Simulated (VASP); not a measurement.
# Ti (I4/mmm) in VASP: notebook, part 2 of 2

VASP 6.6.1. Earlier steps stand in the parts before.

### Step 3. Single point, PBEsol (strain +0.0150 x Voigt [0, 0, 1, 0, 0, 0])

Input file INCAR:

```
SYSTEM = Ti
ALGO     = Fast           ! electronic algorithm
EDIFF    = 1E-6           ! SCF threshold, eV
ENCUT    = 520            ! plane-wave cutoff, eV
GGA      = PS             ! functional
ISIF     = 2              ! what is computed and relaxed
ISMEAR   = 0              ! smearing method
LASPH    = .True.         ! aspherical terms in the spheres
LCHARG   = .False.        ! write CHGCAR
LREAL    = .False.        ! projectors in reciprocal space
LWAVE    = .False.        ! write WAVECAR
NBANDS   = 12             ! bands
NELM     = 60             ! most SCF steps
PREC     = Accurate       ! precision mode
SIGMA    = 0.15           ! smearing width, eV
```

Input file KPOINTS:

```
k-points
0
Gamma
  26 26 26
  0 0 0
```

Input file POSCAR:

```
Ti
1.0
    0.0000000000      2.0279211513      2.0583399686
    2.0279211513      0.0000000000      2.0583399686
    2.0279211513      2.0279211513      0.0000000000
Ti
1
Direct
    0.0000000000      0.0000000000      0.0000000000
```

Potentials or basis: VASP PAW PBE potentials, release 64 (Ti_sv).

The run is started by

```bash
cat potpaw_PBE.64/Ti_sv/POTCAR > POTCAR
mpirun -np 1 vasp_std > vasp.out
```

OUTCAR:

```text
SYSTEM = Ti
   EDIFF = 1E-6
   ENCUT = 520
   GGA = PS
   ISIF = 2
   ISMEAR = 0
   LASPH = .True.
   LREAL = .False.
   NELM = 60
   PREC = Accurate

 ion  position               nearest neighbor table
   1  0.000  0.000  0.000-

  LATTYP: Found a body centered tetragonal cell.
 ALAT       =     2.8679135956
 C/A-ratio  =     1.4354267658

  Lattice vectors:

 A1 = (  -2.0279211513,   0.0000000000,   2.0583399686)
 A2 = (   2.0279211513,   0.0000000000,   2.0583399686)
 A3 = (   0.0000000000,   2.0279211513,  -2.0583399686)

Analysis of symmetry for initial positions (statically):
=====================================================================
 Subroutine PRICEL returns:
 Original cell was already a primitive cell.

 Routine SETGRP: Setting up the symmetry group for a
 body centered tetragonal supercell.

 Subroutine GETGRP returns: Found 16 space group operations
 (whereof 16 operations were pure point group operations)
 out of a pool of 16 trial point group operations.

The static configuration has the point symmetry D_4h.

[... 168 lines left out ...]
  band No.  band energies     occupation
      1     -48.0683      2.00000
      2     -23.9928      2.00000
      3     -23.9898      2.00000
      4     -23.9898      2.00000
      5       2.2091      2.00000
      6       9.1783      0.00000
      7       9.3007      0.00000
      8       9.3007      0.00000
      9      10.8679      0.00000
     10      11.0105      0.00000
     11      23.7805      0.00000
     12      28.1107      0.00000
[... 331 lines left out ...]
 k-point    24 :       0.3846    0.0385    0.0000
  band No.  band energies     occupation
      1     -47.9507      2.00000
      2     -24.6144      2.00000
      3     -24.0792      2.00000
      4     -24.0709      2.00000
      5       5.3490      2.00000
      6       8.4619      0.37316
      7       9.1665      0.00000
      8       9.3810      0.00000
      9      11.6383      0.00000
     10      11.7735      0.00000
     11      18.4718      0.00000
     12      23.5774      0.00000

 [... further k-points ...]

------------------------ aborting loop because EDIFF is reached ----------------------------------------

  FORCE on cell =-STRESS in cart. coord.  units (eV):
  Direction    XX          YY          ZZ          XY          YZ          ZX
  --------------------------------------------------------------------------------------
  -------------------------------------------------------------------------------------
  Total       -0.1773636     -0.1773636     -0.2326903      0.0000000      0.0000000     -0.0000000
  in kB      -16.7851765    -16.7851765    -22.0211339      0.0000000      0.0000000     -0.0000000
  external PRESSURE =     -18.5304956 kB  Pullay stress =       0.0000000 kB

 VOLUME and BASIS-vectors are now :
 -----------------------------------------------------------------------------
  energy-cutoff  :      520.00
  volume of cell :       16.93
      direct lattice vectors                 reciprocal lattice vectors
     0.000000000  2.027921151  2.058339969    -0.246557910  0.246557910  0.242914197
     2.027921151  0.000000000  2.058339969     0.246557910 -0.246557910  0.242914197
     2.027921151  2.027921151  0.000000000     0.246557910  0.246557910 -0.242914197

 POSITION                                       TOTAL-FORCE (eV/Angst)
 -----------------------------------------------------------------------------------
      0.00000      0.00000      0.00000         0.000000     -0.000000      0.000000
 -----------------------------------------------------------------------------------
    total drift:                               -0.000000     -0.000000     -0.000000

  FREE ENERGIE OF THE ION-ELECTRON SYSTEM (eV)
  ---------------------------------------------------
  free  energy   TOTEN  =        -8.2909581355 eV

  energy  without entropy=       -8.2718338923  energy(sigma->0) =       -8.28139601
```

OSZICAR:

```text
N       E                     dE             d eps       ncg     rms          rms(c)
DAV:   1     0.863729069742E+02    0.86373E+02   -0.65635E+03 32040   0.121E+03
DAV:   2    -0.504172145705E+01   -0.91415E+02   -0.88920E+02 32384   0.297E+02
DAV:   3    -0.930273207026E+01   -0.42610E+01   -0.42151E+01 44228   0.652E+01
[... 12 lines left out ...]
RMM:  16    -0.829095094133E+01   -0.88669E-05   -0.80338E-05 44695   0.514E-02    0.134E-02
RMM:  17    -0.829095447703E+01   -0.35357E-05   -0.38132E-05 41821   0.519E-02    0.883E-03
RMM:  18    -0.829095641780E+01   -0.19408E-05   -0.22020E-05 34958   0.229E-02    0.583E-04
RMM:  19    -0.829095770937E+01   -0.12916E-05   -0.10707E-05 33782   0.177E-02    0.365E-03
RMM:  20    -0.829095813545E+01   -0.42609E-06   -0.56621E-06 28612   0.110E-02
   1 F= -.82909581E+01 E0= -.82813960E+01  d E =-.191242E-01
```

stdout:

```text
POSCAR found type information on POSCAR Ti
 POSCAR found :  1 types and       1 ions
 scaLAPACK will be used
 -----------------------------------------------------------------------------
|                                                                             |
|                                                                             |
|     You enforced a specific xc type in the INCAR file but a different       |
|     I HOPE YOU KNOW WHAT YOU ARE DOING!                                     |
|                                                                             |
 -----------------------------------------------------------------------------

 LDA part: xc-table for (Slater+PW92), standard interpolation
 POSCAR, INCAR and KPOINTS ok, starting setup
 FFT: planning ... GRIDC
 FFT: planning ... GRID_SOFT
 FFT: planning ... GRID
 WAVECAR not read
 entering main loop
WARNING in EDDRMM: call to ZHEGV failed, returncode =   6  3      5
WARNING in EDDRMM: call to ZHEGV failed, returncode =   6  3     10
WARNING in EDDRMM: call to ZHEGV failed, returncode =   8  4      6
WARNING in EDDRMM: call to ZHEGV failed, returncode =   6  3      5
WARNING in EDDRMM: call to ZHEGV failed, returncode =   6  3      6
WARNING in EDDRMM: call to ZHEGV failed, returncode =   8  4      6
WARNING in EDDRMM: call to ZHEGV failed, returncode =   6  3     10
WARNING in EDDRMM: call to ZHEGV failed, returncode =   6  3      8
WARNING in EDDRMM: call to ZHEGV failed, returncode =   6  3      5
WARNING in EDDRMM: call to ZHEGV failed, returncode =   6  3     10
WARNING in EDDRMM: call to ZHEGV failed, returncode =   8  4     11
WARNING in EDDRMM: call to ZHEGV failed, returncode =   6  3     10
WARNING in EDDRMM: call to ZHEGV failed, returncode =   8  4      7
```

It took 20 min on 1 thread of Intel Xeon 8259CL, shared host; peak memory 0.34 GiB.

What came out:

```yaml
Free_energy: -8.2910 eV
Pressure: -1.9 GPa
Band_gap_on_the_k_mesh: zero (bands 6 and 7 overlap by 1.37 eV)
```

Stress tensor (GPa, compression positive):
```
-1.68  0.00  0.00
 0.00 -1.68  0.00
 0.00  0.00 -2.20
```

Levels at points of the mesh, in eV from the Fermi level:
| k point | band 4 | band 5 | band 6 | band 7 | band 8 | band 9 |
| --- | --- | --- | --- | --- | --- | --- |
| (0.00, 0.00, 0.00) | -32.36 | -6.16 | 0.81 | 0.93 | 0.93 | 2.50 |
| (0.50, 0.00, 0.00) | -32.44 | -2.65 | 0.70 | 0.71 | 0.83 | 3.67 |
| (0.50, 0.50, 0.00) | -32.60 | -2.68 | -1.76 | 2.77 | 3.69 | 3.99 |
| (0.50, 0.00, 0.50) | -32.61 | -2.67 | -1.79 | 3.05 | 3.68 | 3.95 |

Caveat: the cell differs from its parent crystal (strain +0.0150 x Voigt [0, 0, 1, 0, 0, 0]); the PAW data sets were made with another functional, which shifts forces and pressure a little.
